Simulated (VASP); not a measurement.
# KBeCl3 (P2_1) in VASP: single point with PBE

Aim: the single point of KBeCl3 with PBE.

Program: VASP 6.6.1. These are calculated values, not measurements. Logs are shortened: lines on timing, memory, paths and dates and some standing lists are left out, and cuts for length are marked.

## Step 1: The cell of the first run

Symmetry: P2_1, No. 4, monoclinic system. The conventional cell has a = 5.075 Å, b = 8.989 Å, c = 7.071 Å, α = 90.00°, β = 91.24°, γ = 90.00°. Within 5.2 Å of K (site symmetry 1) lie 10 Cl at 3.19 to 5.18 Å and 6 Be at 3.95 to 4.85 Å and 2 K at 5.08 Å. Within 2.5 Å of Be (site symmetry 1) lie 3 Cl at 1.92 to 1.93 Å. Within 2.5 Å of Cl (site symmetry 1) lie 1 Be at 1.92 Å. Cl (site symmetry 1) has 1 Be at 1.93 Å within 2.6 Å. Cl (site symmetry 1) has 1 Be at 1.93 Å within 2.6 Å.

## Step 2: Single point, PBE

Input file INCAR:

```
SYSTEM = KBeCl3
ALGO     = Normal         ! electronic algorithm
EDIFF    = 1E-6           ! SCF threshold, eV
ENCUT    = 520            ! plane-wave cutoff, eV
GGA      = PE             ! functional
ISIF     = 2              ! what is computed and relaxed
ISMEAR   = 0              ! smearing method
LASPH    = .TRUE.         ! aspherical terms in the spheres
LCHARG   = .FALSE.        ! write CHGCAR
LREAL    = .FALSE.        ! projectors in reciprocal space
LWAVE    = .FALSE.        ! write WAVECAR
NBANDS   = 43             ! bands
NELM     = 60             ! most SCF steps
PREC     = Accurate       ! precision mode
SIGMA    = 0.1            ! smearing width, eV
```

Input file KPOINTS:

```
k-points
0
G
  4 2 4
  0 0 0
```

Input file POSCAR:

```
KBeCl3
1.0
    5.0752032594      0.0000000000      0.0000000000
    0.0000000000      8.9885820122      0.0000000000
   -0.1531152295      0.0000000000      7.0695323682
K Be Cl
2 2 6
Direct
    0.6310737837      0.5949687516      0.8372259340
    0.3689262163      0.0949687516      0.1627740660
    0.2185037846      0.5994553468      0.3050239324
    0.7814962154      0.0994553468      0.6949760676
    0.1221251652      0.6152726764      0.5654495691
    0.8778748348      0.1152726764      0.4345504309
    0.4641169088      0.4484259202      0.2292449050
    0.8982584572      0.2406985953      0.8843709909
    0.1017415428      0.7406985953      0.1156290091
    0.5358830912      0.9484259202      0.7707550950
```

Potentials or basis: VASP PAW PBE potentials, release 64 (K_sv, Be, Cl).

Command:

```sh
$ cat potpaw_PBE.64/K_sv/POTCAR potpaw_PBE.64/Be/POTCAR potpaw_PBE.64/Cl/POTCAR > POTCAR
$ mpirun -np 1 vasp_std > vasp.out
```

OUTCAR:

```text
SYSTEM = KBeCl3
   EDIFF = 1E-6
   ENCUT = 520
   GGA = PE
   ISIF = 2
   ISMEAR = 0
   LASPH = .TRUE.
   LREAL = .FALSE.
   NELM = 60
   PREC = Accurate

 ion  position               nearest neighbor table
   1  0.631  0.595  0.837-   5 3.19   5 3.19   7 3.20
   2  0.369  0.095  0.163-   6 3.19   6 3.19  10 3.20
   3  0.219  0.599  0.305-   5 1.92   7 1.93   9 1.93
   4  0.781  0.099  0.695-   6 1.92  10 1.93   8 1.93
   5  0.122  0.615  0.565-   3 1.92   1 3.19   1 3.19
   6  0.878  0.115  0.435-   4 1.92   2 3.19   2 3.19
   7  0.464  0.448  0.229-   3 1.93   1 3.20
   8  0.898  0.241  0.884-   4 1.93
   9  0.102  0.741  0.116-   3 1.93
  10  0.536  0.948  0.771-   4 1.93   2 3.20

  LATTYP: Found a simple monoclinic cell.
 ALAT       =     5.0752032594
 B/A-ratio  =     1.7710782313
 C/A-ratio  =     1.3932821865
 COS(beta)  =    -0.0216533883

  Lattice vectors:

 A1 = (   5.0752032594,   0.0000000000,   0.0000000000)
 A2 = (   0.0000000000,   8.9885820122,   0.0000000000)
 A3 = (  -0.1531152295,   0.0000000000,   7.0695323682)

Analysis of symmetry for initial positions (statically):
=====================================================================
 Subroutine PRICEL returns:
 Original cell was already a primitive cell.

 Routine SETGRP: Setting up the symmetry group for a
 simple monoclinic supercell.

 Subroutine GETGRP returns: Found  2 space group operations
 (whereof  1 operations were pure point group operations)
 out of a pool of  4 trial point group operations.

The static configuration has the point symmetry C_1 .
 The point group associated with its full space group is C_2 .

Analysis of symmetry for dynamics (positions and initial velocities):
=====================================================================
 Subroutine PRICEL returns:
 Original cell was already a primitive cell.

 Routine SETGRP: Setting up the symmetry group for a
 simple monoclinic supercell.

 Subroutine GETGRP returns: Found  2 space group operations
 (whereof  1 operations were pure point group operations)
 out of a pool of  4 trial point group operations.

The dynamic configuration has the point symmetry C_1 .
 The point group associated with its full space group is C_2 .
[... 112 lines left out ...]
   EDIFFG = 0.1E-04   stopping-criterion for IOM
   NSW    =      0    number of steps for IOM
   IBRION =     -1    ionic relax: 0-MD 1-quasi-New 2-CG
   NFREE  =      0    steps in history (QN), initial steepest desc. (CG)
   ISIF   =      2    stress and relaxation
   ISYM   =      2    0-nonsym 1-usesym 2-fastsym
   POTIM  = 0.5000    time-step for ionic-motion
   TEBEG  =    0.0;   TEEND  =   0.0 temperature during run
   PSTRESS=    0.0 pullay stress
   NELECT =      64.0000    total number of electrons
   NUPDOWN=      -1.0000    fix difference up-down
   EMIN   =  10.00;   EMAX   =-10.00  energy-range for DOS
   EFERMI =   0.00;   METHOD = LEGACY
   ISMEAR =     0;   SIGMA  =   0.10  broadening in eV -4-tet -1-fermi 0-gaus
   EFERMI_NEDOS =   21; number of points for ismear=-14 and -15
   IALGO  =     38    algorithm
   IMIX   =      4    mixing-type and parameters
     AMIX     =   0.40;   BMIX     =  1.00
     AMIX_MAG =   1.60;   BMIX_MAG =  1.00
  volume/ion in A,a.u.               =      32.25       217.64
  Fermi-wavevector in a.u.,A,eV,Ry     =   0.954897  1.804493 12.406169  0.911828
  Thomas-Fermi vector in A             =   2.083685
   LORBIT       =      0    0 simple, 1 ext, 2 COOP (PROOUT), +10 PAW based schemes
   GGA     = PE    functional components
   LHFCALC =     F    Hartree Fock is set to
   AEXX    =    0.0000 exact exchange contribution
   IVDW    =     0    specifies the selected vdW correction
   LEPSILON=     F    determine dielectric tensor
   LRPA    =     F    only Hartree local field effects (RPA)
 non-spin polarized calculation
 Gauss-broadening in eV      SIGMA  =   0.10
  energy-cutoff  :      520.00
  volume of cell :      322.50
 maximum number of plane-waves:      8712
 NGX is ok and might be reduce to    40
   NGX = 19   NGY = 33   NGZ = 27

 number of electron      64.0000004 magnetization

 Free energy of the ion-electron system (eV)
  ---------------------------------------------------
  ext. energy  EPLUGINS =         0.00000000
  ---------------------------------------------------
  free energy    TOTEN  =       -37.12568216 eV

  energy without entropy =      -37.12568216  energy(sigma->0) =      -37.12568216

 E-fermi :  -1.7570     XC(G=0):  -6.7850

 val. band max:       -2.2916808067   @ k =   0.0000   0.0000   0.5000
 cond. band min:       2.9777327710   @ k =   0.0000   0.0000   0.0000
 fundamental gap:      5.2694135777
 Fermi energy:        -1.7569901206

 k-point     1 :       0.0000    0.0000    0.0000
  band No.  band energies     occupation
      1     -29.9306      2.00000
      2     -29.9301      2.00000
      3     -15.5099      2.00000
      4     -15.4131      2.00000
      5     -15.1245      2.00000
      6     -15.1010      2.00000
[... 909 lines left out ...]
     42       6.3710      0.00000
     43       6.8476      0.00000

------------------------ aborting loop because EDIFF is reached ----------------------------------------

  FORCE on cell =-STRESS in cart. coord.  units (eV):
  Direction    XX          YY          ZZ          XY          YZ          ZX
  --------------------------------------------------------------------------------------
  -------------------------------------------------------------------------------------
  Total        0.0200943      0.1245546     -0.0294225      0.0000000      0.0000000      0.0315333
  in kB        0.0998272      0.6187783     -0.1461688      0.0000000      0.0000000      0.1566550
  external PRESSURE =       0.1908122 kB  Pullay stress =       0.0000000 kB

 VOLUME and BASIS-vectors are now :
 -----------------------------------------------------------------------------
  energy-cutoff  :      520.00
  volume of cell :      322.50
      direct lattice vectors                 reciprocal lattice vectors
     5.075203259  0.000000000  0.000000000     0.197036443  0.000000000  0.004267507
     0.000000000  8.988582012  0.000000000     0.000000000  0.111252253  0.000000000
    -0.153115230  0.000000000  7.069532368     0.000000000  0.000000000  0.141452072

 POSITION                                       TOTAL-FORCE (eV/Angst)
 -----------------------------------------------------------------------------------
      3.07464      5.34793      5.91880         0.000991     -0.003026      0.001850
      1.84745      0.85363      1.15074        -0.000991     -0.003026     -0.001850
      1.06225      5.38825      2.15638         0.025127     -0.035562      0.017378
      3.85984      0.89396      4.91316        -0.025127     -0.035562     -0.017378
      0.53323      5.53043      3.99746        -0.003960      0.007182     -0.012064
      4.38886      1.03614      3.07207         0.003960      0.007182      0.012064
      2.32039      4.03071      1.62065         0.013036     -0.014800      0.013015
      4.42343      2.16354      6.25209         0.030734      0.046206      0.017057
      0.49865      6.65783      0.81744        -0.030734      0.046206     -0.017057
      2.60170      8.52500      5.44888        -0.013036     -0.014800     -0.013015
 -----------------------------------------------------------------------------------
    total drift:                               -0.000000      0.000057      0.000000

  FREE ENERGIE OF THE ION-ELECTRON SYSTEM (eV)
  ---------------------------------------------------
  free  energy   TOTEN  =       -37.1256821648 eV

  energy  without entropy=      -37.1256821648  energy(sigma->0) =      -37.12568216
```

OSZICAR:

```text
N       E                     dE             d eps       ncg     rms          rms(c)
DAV:   1     0.488528853764E+03    0.48853E+03   -0.27087E+04  1720   0.125E+03
DAV:   2     0.129126404593E+02   -0.47562E+03   -0.45899E+03  2311   0.287E+02
DAV:   3    -0.370995624243E+02   -0.50012E+02   -0.49789E+02  2480   0.915E+01
DAV:   4    -0.381909978347E+02   -0.10914E+01   -0.10890E+01  2168   0.152E+01
DAV:   5    -0.382789863103E+02   -0.87988E-01   -0.87972E-01  2992   0.276E+00    0.939E+00
DAV:   6    -0.372123173961E+02    0.10667E+01   -0.19067E+00  2104   0.438E+00    0.589E+00
DAV:   7    -0.370869630809E+02    0.12535E+00   -0.98225E-01  2120   0.329E+00    0.280E+00
DAV:   8    -0.371200931509E+02   -0.33130E-01   -0.98180E-02  2296   0.133E+00    0.682E-01
DAV:   9    -0.371236007660E+02   -0.35076E-02   -0.60595E-03  2496   0.331E-01    0.308E-01
DAV:  10    -0.371255862929E+02   -0.19855E-02   -0.37877E-03  1848   0.275E-01    0.758E-02
DAV:  11    -0.371256152726E+02   -0.28980E-04   -0.26722E-04  2152   0.774E-02    0.920E-02
DAV:  12    -0.371256172144E+02   -0.19418E-05   -0.38564E-05  2088   0.242E-02    0.441E-02
DAV:  13    -0.371256784724E+02   -0.61258E-04   -0.65116E-05  1840   0.385E-02    0.255E-02
DAV:  14    -0.371256818862E+02   -0.34138E-05   -0.13125E-05  1848   0.190E-02    0.860E-03
DAV:  15    -0.371256821648E+02   -0.27866E-06   -0.28934E-06  2008   0.688E-03
   1 F= -.37125682E+02 E0= -.37125682E+02  d E =-.207652E-14
```

stdout:

```text
POSCAR found type information on POSCAR K BeCl
 POSCAR found :  3 types and      10 ions
 scaLAPACK will be used
 LDA part: xc-table for (Slater+PW92), standard interpolation
 POSCAR, INCAR and KPOINTS ok, starting setup
 FFT: planning ... GRIDC
 FFT: planning ... GRID_SOFT
 FFT: planning ... GRID
 WAVECAR not read
 entering main loop
```

It took 4.6 min on 1 thread of Intel Xeon Platinum 8488C (Sapphire Rapids), shared host; peak memory 0.51 GiB.

What came out:

| Quantity | Value |
| --- | --- |
| Free energy | -37.1257 eV |
| Pressure | 0.0 GPa |
| Largest force | 0.058 eV/Å |
| Band gap on the k mesh | 5.27 eV (least direct gap 5.30 eV) |

Forces on the atoms (eV/Å):
```
K    0.001 -0.003  0.002
K   -0.001 -0.003 -0.002
Be   0.025 -0.036  0.017
Be  -0.025 -0.036 -0.017
Cl  -0.004  0.007 -0.012
Cl   0.004  0.007  0.012
Cl   0.013 -0.015  0.013
Cl   0.031  0.046  0.017
Cl  -0.031  0.046 -0.017
Cl  -0.013 -0.015 -0.013
```
